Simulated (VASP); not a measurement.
# SiC (I-4m2) in VASP: further runs

SiC is run at these levels: PBEsol; tasks: single point.

All numbers are computed with VASP 6.6.1; they aren't measurements. Logs are shortened: lines on timing, memory, paths and dates and some standing lists are left out, and cuts for length are marked.

### 1 The cell of the first run

It takes space group I-4m2 (No. 119, tetragonal). The conventional cell has a = 2.911 Å, b = 2.911 Å, c = 4.516 Å, α = 90.00°, β = 90.00°, γ = 90.00°. Si (site symmetry -4m2) has 4 C at 1.84 Å within 2.4 Å. Within 2.4 Å of C (site symmetry -4m2) lie 4 Si at 1.84 Å.

### 2 Single point, PBEsol

INCAR

```
PREC = Accurate
ENCUT = 520
EDIFF = 1E-6
ISMEAR = 0
SIGMA = 0.1
LREAL = False
LASPH = True
NELM = 60
ALGO = Normal
ISIF = 2
LWAVE = False
LCHARG = True
GGA = PS
LELF = True
LVHAR = True
NBANDS = 11
ISYM = 0
```

KPOINTS

```
Automatic mesh
0
Gamma
  12 12 15
```

POSCAR

```
SiC
1.0
    2.9105323064      0.0000000000     -0.0000009992
    0.0000000000      2.9105323064     -0.0000009992
   -1.4552669538     -1.4552669538      2.2578162148
Si C
1 1
Direct
    0.0000000704     -0.0000000704      0.0000000000
    0.2499999296      0.7500000704      0.5000000000
```

Potentials or basis: VASP PAW PBE potentials, release 64 (Si, C).

Launch:

```
$ cat potpaw_PBE.64/Si/POTCAR potpaw_PBE.64/C/POTCAR > POTCAR
$ mpirun -np 1 vasp_std > vasp.out
```

OUTCAR:

```text
PREC = Accurate
   ENCUT = 520
   EDIFF = 1E-6
   ISMEAR = 0
   LREAL = False
   LASPH = True
   NELM = 60
   ISIF = 2
   GGA = PS
   ISYM = 0

 ion  position               nearest neighbor table
   1  0.000  1.000  0.000-   2 1.84   2 1.84   2 1.84   2 1.84
   2  0.250  0.750  0.500-   1 1.84   1 1.84   1 1.84   1 1.84

IMPORTANT INFORMATION: All symmetrisations will be switched off!
NOSYMM: (Re-)initialisation of all symmetry stuff for point group C_1.

----------------------------------------------------------------------------------------

                                     Primitive cell

  volume of cell :      19.1264

  direct lattice vectors                    reciprocal lattice vectors
     2.910532306  0.000000000 -0.000000999     0.343579839  0.000000076  0.221453143
     0.000000000  2.910532306 -0.000000999     0.000000076  0.343579839  0.221453143
    -1.455266954 -1.455266954  2.257816215     0.000000152  0.000000152  0.442906042

  length of vectors
     2.910532306  2.910532306  3.055051206     0.408764725  0.408764725  0.442906042

  position of ions in fractional coordinates (direct lattice)
     0.000000070  0.999999930  0.000000000
     0.249999930  0.750000070  0.500000000

  ion indices of the primitive-cell ions
   primitive index   ion index
                 1           1
                 2           2

----------------------------------------------------------------------------------------

 KPOINTS: Automatic mesh

Automatic generation of k-mesh.
 Grid dimensions read from file:
 generate k-points for:   12   12   15

 Generating k-lattice:

  Cartesian coordinates                     Fractional coordinates (reciprocal lattice)
     0.028631653  0.000000006  0.018454429     0.083333333  0.000000000 -0.000000000
     0.000000006  0.028631653  0.018454429     0.000000000  0.083333333 -0.000000000
     0.000000010  0.000000010  0.029527069     0.000000000  0.000000000  0.066666667

  Length of vectors
     0.034063727  0.034063727  0.029527069

  Shift w.r.t. Gamma in fractional coordinates (k-lattice)
     0.000000000  0.000000000  0.000000000

 -----------------------------------------------------------------------------
|                                                                             |
|           W    W    AA    RRRRR   N    N  II  N    N   GGGG   !!!           |
|           W    W   A  A   R    R  NN   N  II  NN   N  G    G  !!!           |
|           W    W  A    A  R    R  N N  N  II  N N  N  G       !!!           |
|           W WW W  AAAAAA  RRRRR   N  N N  II  N  N N  G  GGG   !            |
|           WW  WW  A    A  R   R   N   NN  II  N   NN  G    G                |
|           W    W  A    A  R    R  N    N  II  N    N   GGGG   !!!           |
|                                                                             |
|     Your reciprocal lattice and k-lattice belong to different lattice       |
|     classes:                                                                |
|                                                                             |
|        The reciprocal lattice is body-centered tetragonal,                  |
|        whereas your k-lattice is base-centered monoclinic.                  |
|                                                                             |
|     Results are often still useful ...                                      |
|                                                                             |
 -----------------------------------------------------------------------------

 WARNING: IBZKPT: internal override: KBLOWUP is changed to .FALSE.
      ... skipping the blow-up phase ...

 Subroutine IBZKPT returns following result:
 ===========================================

 Found   1082 irreducible k-points:

 Following reciprocal coordinates:
            Coordinates               Weight
  0.000000  0.000000  0.000000      1.000000
  0.083333  0.000000 -0.000000      2.000000
  0.166667  0.000000 -0.000000      2.000000
  0.250000  0.000000 -0.000000      2.000000
  0.333333  0.000000 -0.000000      2.000000
  0.416667  0.000000  0.000000      2.000000
[... 16 lines left out ...]
  0.250000  0.166667  0.000000      2.000000
  0.333333  0.166667  0.000000      2.000000
 [... further k-points ...]
   k-points           NKPTS =   1082   k-points in BZ     NKDIM =   1082   number of bands    NBANDS=     11
   number of dos      NEDOS =    301   number of ions     NIONS =      2
   total plane-waves  NPLWV =  13824
   dimension x,y,z NGX =    24 NGY =   24 NGZ =   24
   dimension x,y,z NGXF=    48 NGYF=   48 NGZF=   48
   ions per type =               1   1
   NGX,Y,Z   is equivalent  to a cutoff of  13.71, 13.71, 13.06 a.u.
   NGXF,Y,Z  is equivalent  to a cutoff of  27.42, 27.42, 26.12 a.u.
 SYSTEM =  unknown system
   PREC   = accura    normal or accurate (medium, high low for compatibility)
   ISTART =      0    job   : 0-new  1-cont  2-samecut
   ICHARG =      2    charge: 1-file 2-atom 10-const
   ISPIN  =      1    spin polarized calculation?
   LNONCOLLINEAR =      F non collinear calculations
   LSORBIT =      F    spin-orbit coupling
   LASPH  =      T    aspherical Exc in radial PAW
   ENCUT  =  520.0 eV  38.22 Ry    6.18 a.u.   5.41  5.41  5.68*2*pi/ulx,y,z
   NELM   =     60;   NELMIN=  2; NELMDL= -5     # of ELM steps
   EDIFF  = 0.1E-05   stopping-criterion for ELM
   LREAL  =      F    real-space projection
   EDIFFG = 0.1E-04   stopping-criterion for IOM
   NSW    =      0    number of steps for IOM
   IBRION =     -1    ionic relax: 0-MD 1-quasi-New 2-CG
   NFREE  =      0    steps in history (QN), initial steepest desc. (CG)
   ISIF   =      2    stress and relaxation
   ISYM   =      0    0-nonsym 1-usesym 2-fastsym
   POTIM  = 0.5000    time-step for ionic-motion
   TEBEG  =    0.0;   TEEND  =   0.0 temperature during run
   PSTRESS=    0.0 pullay stress
   NELECT =       8.0000    total number of electrons
   NUPDOWN=      -1.0000    fix difference up-down
   EMIN   =  10.00;   EMAX   =-10.00  energy-range for DOS
   EFERMI =   0.00;   METHOD = LEGACY
   ISMEAR =     0;   SIGMA  =   0.10  broadening in eV -4-tet -1-fermi 0-gaus
   EFERMI_NEDOS =   21; number of points for ismear=-14 and -15
   IALGO  =     38    algorithm
   IMIX   =      4    mixing-type and parameters
     AMIX     =   0.40;   BMIX     =  1.00
     AMIX_MAG =   1.60;   BMIX_MAG =  1.00
  volume/ion in A,a.u.               =       9.56        64.54
  Fermi-wavevector in a.u.,A,eV,Ry     =   1.224317  2.313623 20.394469  1.498951
  Thomas-Fermi vector in A             =   2.359396
   LORBIT       =      0    0 simple, 1 ext, 2 COOP (PROOUT), +10 PAW based schemes
   GGA     = PS    functional components
   LHFCALC =     F    Hartree Fock is set to
   AEXX    =    0.0000 exact exchange contribution
   IVDW    =     0    specifies the selected vdW correction
   LEPSILON=     F    determine dielectric tensor
   LRPA    =     F    only Hartree local field effects (RPA)
 non-spin polarized calculation
 Gauss-broadening in eV      SIGMA  =   0.10
  energy-cutoff  :      520.00
  volume of cell :       19.13
 maximum number of plane-waves:       531
 NGX is ok and might be reduce to    24
   NGX = 11   NGY = 11   NGZ = 11

 number of electron       7.9999999 magnetization

 Free energy of the ion-electron system (eV)
  ---------------------------------------------------
  ext. energy  EPLUGINS =         0.00000000
  ---------------------------------------------------
  free energy    TOTEN  =       -15.72036474 eV

  energy without entropy =      -15.72036473  energy(sigma->0) =      -15.72036474

 E-fermi :   9.6013     XC(G=0): -11.8552

 val. band max:        9.2738317983   @ k =  -0.0000  -0.1667   0.0667
 cond. band min:       9.8991627012   @ k =   0.5000   0.5000   0.0000
 fundamental gap:      0.6253309029
 Fermi energy:         9.6013051586

 k-point     1 :       0.0000    0.0000    0.0000
  band No.  band energies     occupation
      1      -7.0798      2.00000
      2       8.5036      2.00000
      3       9.2525      2.00000
      4       9.2525      2.00000
      5      16.0077      0.00000
      6      16.7626      0.00000
      7      16.7626      0.00000
      8      16.9091      0.00000
      9      22.1419      0.00000
     10      24.4455      0.00000
     11      25.4495      0.00000

 k-point     2 :       0.0833    0.0000   -0.0000
  band No.  band energies     occupation
      1      -6.9341      2.00000
      2       8.0839      2.00000
      3       8.8030      2.00000
      4       9.1871      2.00000
      5      16.1144      0.00000
      6      16.7560      0.00000
      7      16.9664      0.00000
      8      17.2955      0.00000
      9      21.5675      0.00000
     10      24.4123      0.00000
     11      25.3731      0.00000

 k-point     3 :       0.1667    0.0000   -0.0000
  band No.  band energies     occupation
      1      -6.5006      2.00000
      2       6.5370      2.00000
      3       8.3230      2.00000
      4       9.0263      2.00000
      5      15.6699      0.00000
      6      17.1586      0.00000
      7      17.4395      0.00000
      8      18.1396      0.00000
      9      21.3178      0.00000
     10      23.1754      0.00000
     11      25.5135      0.00000
[... 267 lines left out ...]
 k-point    23 :       0.2500    0.1667    0.0000
  band No.  band energies     occupation
      1      -4.7589      2.00000
      2       3.5640      2.00000
      3       6.0541      2.00000
      4       7.9180      2.00000
      5      15.0802      0.00000
      6      16.7556      0.00000
      7      18.4192      0.00000
      8      19.3425      0.00000
      9      21.5536      0.00000
     10      24.8740      0.00000
     11      28.8615      0.00000

 k-point    24 :       0.3333    0.1667    0.0000
  band No.  band energies     occupation
      1      -3.7382      2.00000
      2       1.8692      2.00000
      3       5.9139      2.00000
      4       7.4911      2.00000
      5      14.3921      0.00000
      6      16.5534      0.00000
      7      18.5704      0.00000
      8      20.3460      0.00000
      9      23.1016      0.00000
     10      24.9287      0.00000
     11      28.6771      0.00000

 [... further k-points ...]

------------------------ aborting loop because EDIFF is reached ----------------------------------------

  FORCE on cell =-STRESS in cart. coord.  units (eV):
  Direction    XX          YY          ZZ          XY          YZ          ZX
  --------------------------------------------------------------------------------------
  -------------------------------------------------------------------------------------
  Total        3.5063009      3.5063000      0.0511181     -0.0000003      0.0000147      0.0000174
  in kB      293.7152706    293.7151927      4.2820548     -0.0000289      0.0012315      0.0014554
  external PRESSURE =     197.2375060 kB  Pullay stress =       0.0000000 kB

 VOLUME and BASIS-vectors are now :
 -----------------------------------------------------------------------------
  energy-cutoff  :      520.00
  volume of cell :       19.13
      direct lattice vectors                 reciprocal lattice vectors
     2.910532306  0.000000000 -0.000000999     0.343579839  0.000000076  0.221453143
     0.000000000  2.910532306 -0.000000999     0.000000076  0.343579839  0.221453143
    -1.455266954 -1.455266954  2.257816215     0.000000152  0.000000152  0.442906042

 POSITION                                       TOTAL-FORCE (eV/Angst)
 -----------------------------------------------------------------------------------
      0.00000      2.91053     -0.00000        -0.000000      0.000001      0.000000
     -0.00000      1.45527      1.12891         0.000000     -0.000001     -0.000000
 -----------------------------------------------------------------------------------
    total drift:                               -0.000000     -0.000001     -0.000000

  FREE ENERGIE OF THE ION-ELECTRON SYSTEM (eV)
  ---------------------------------------------------
  free  energy   TOTEN  =       -15.7203647416 eV

  energy  without entropy=      -15.7203647339  energy(sigma->0) =      -15.72036474
```

Wall time 52 s (1 thread of Intel Xeon 6975P-C (Granite Rapids), shared host); peak memory 0.31 GiB.

Results:

* Free energy: -15.7204 eV
* Pressure: 19.7 GPa
* Band gap on the k mesh: 0.63 eV (least direct gap 4.45 eV)

Caveat: the cell stands under pressure; the PAW data sets were made with another functional, which shifts forces and pressure a little; an odd mesh through Γ misses points on the zone boundary, where band edges can lie.

### 3 Single point, PBEsol

This run uses another cell than the first one, of 9.88 Å³/atom.

INCAR

```
SYSTEM = SiC
PREC = Accurate
ENCUT = 520
EDIFF = 1E-6
ISMEAR = 0
SIGMA = 0.1
LREAL = .False.
LASPH = .True.
NELM = 60
ALGO = Normal
ISIF = 2
LWAVE = .False.
LCHARG = .False.
GGA = PS
NBANDS = 11
ISYM = 0
```

KPOINTS

```
Automatic mesh
0
Gamma
  12 12 15
  0 0 0
```

POSCAR

```
SiC
1.0
    2.9105323064      0.0000000000      0.0000000000
    0.0000000000      2.9105323064      0.0000000000
   -1.4552661532     -1.4552661532      2.3319652843
Si C
1 1
Direct
    0.0000000000      0.0000000000      0.0000000000
    0.2500000000      0.7500000000      0.5000000000
```

Potentials or basis: VASP PAW PBE potentials, release 64 (Si, C).

Launch:

```
$ cat potpaw_PBE.64/Si/POTCAR potpaw_PBE.64/C/POTCAR > POTCAR
$ mpirun -np 1 vasp_std > vasp.out
```

Wall time 50 s (1 thread of Intel Xeon 6975P-C (Granite Rapids), shared host); peak memory 0.32 GiB.

The run converged. Its results:

```
Free energy            : -15.6872 eV
Pressure               : 10.3 GPa
Band gap on the k mesh : 0.46 eV (least direct gap 4.39 eV)
```

Stress tensor (GPa, compression positive):
```
 24.03   0.00   0.00
  0.00  24.03   0.00
  0.00   0.00 -17.24
```

Levels at points of the mesh, in eV from the valence-band top:
| k point | band 1 | band 2 | band 3 | band 4 | band 5 | band 6 | band 7 | band 8 | band 9 |
| --- | --- | --- | --- | --- | --- | --- | --- | --- | --- |
| (0.00, 0.00, 0.00) | -16.24 | -1.11 | -0.05 | -0.05 | 6.10 | 7.11 | 7.11 | 7.29 | 11.96 |
| (0.50, 0.00, 0.00) | -12.41 | -9.28 | -2.35 | -0.63 | 3.94 | 7.41 | 7.94 | 9.95 | 15.43 |
| (0.00, 0.50, 0.00) | -12.41 | -9.28 | -2.35 | -0.63 | 3.94 | 7.41 | 7.94 | 9.95 | 15.43 |
| (0.50, 0.50, 0.00) | -10.56 | -7.86 | -4.24 | -4.00 | 0.46 | 3.22 | 11.64 | 14.78 | 15.67 |

Caveat: the cell stands under pressure; the PAW data sets were made with another functional, which shifts forces and pressure a little; an odd mesh through Γ misses points on the zone boundary, where band edges can lie.

### 4 Single point, PBEsol

This run uses another cell than the first one, of 9.88 Å³/atom.

INCAR

```
  ALGO = Normal
  EDIFF = 1E-7
  ENCUT = 520
  GGA = PS
  ISIF = 2
  ISMEAR = -1
  ISYM = 0
  LASPH = True
  LCHARG = False
  LREAL = False
  LWAVE = False
  NBANDS = 11
  NELM = 100
  PREC = Accurate
  SIGMA = 0.1
```

KPOINTS

```
k-points
0
Gamma
  12 12 15
```

POSCAR is that of step 3.

Launch:

```
$ cat potpaw_PBE.64/Si/POTCAR potpaw_PBE.64/C/POTCAR > POTCAR
$ mpirun -np 1 vasp_std > vasp.out
```

It took 59 s on 1 thread of Intel Xeon 6975P-C (Granite Rapids), shared host; peak memory 0.32 GiB.

Results (log left out):

```yaml
Free_energy: -15.6873 eV
Pressure: 10.3 GPa
Band_gap_on_the_k_mesh: 0.46 eV (least direct gap 4.39 eV)
```

Stress tensor (GPa, compression positive):
```
 23.99   0.00   0.00
  0.00  23.99   0.00
  0.00   0.00 -17.23
```

Levels at points of the mesh, in eV from the valence-band top:
| k point | band 1 | band 2 | band 3 | band 4 | band 5 | band 6 | band 7 | band 8 |
| --- | --- | --- | --- | --- | --- | --- | --- | --- |
| (0.00, 0.00, 0.00) | -16.24 | -1.11 | -0.05 | -0.05 | 6.10 | 7.11 | 7.11 | 7.29 |
| (0.50, 0.00, 0.00) | -12.41 | -9.28 | -2.35 | -0.63 | 3.94 | 7.41 | 7.94 | 9.95 |
| (0.00, 0.50, 0.00) | -12.41 | -9.28 | -2.35 | -0.63 | 3.94 | 7.41 | 7.94 | 9.95 |
| (0.50, 0.50, 0.00) | -10.56 | -7.86 | -4.24 | -4.00 | 0.46 | 3.22 | 11.64 | 14.78 |

Caveat: the cell stands under pressure; the PAW data sets were made with another functional, which shifts forces and pressure a little; an odd mesh through Γ misses points on the zone boundary, where band edges can lie.

### 5 Summary

| cell | smearing | gap on the mesh (eV) | pressure (GPa) |
| --- | --- | --- | --- |
| a = 2.911, b = 2.911, c = 3.055 Å, angles 118.4, 118.4, 90.0°, 2 atoms | gaussian 0.1 eV | 0.63 | 19.7 |
| a = 2.911, b = 2.911, c = 3.110 Å, angles 117.9, 117.9, 90.0°, 2 atoms | gaussian 0.1 eV | 0.46 | 10.3 |
| a = 2.911, b = 2.911, c = 3.110 Å, angles 117.9, 117.9, 90.0°, 2 atoms | fermi-dirac 0.1 eV | 0.46 | 10.3 |

Alike in all rows: task single point; level PBEsol; potentials or basis VASP PAW PBE potentials, release 64 (Si, C); no spin polarisation; k mesh 12 × 12 × 15; cutoff (eV) 520.

Caveats: the cell stands under pressure; the PAW data sets were made with another functional, which shifts forces and pressure a little; an odd mesh through Γ misses points on the zone boundary, where band edges can lie.

Total energies depend on the potentials used, so only differences within one code and one set of settings carry meaning.
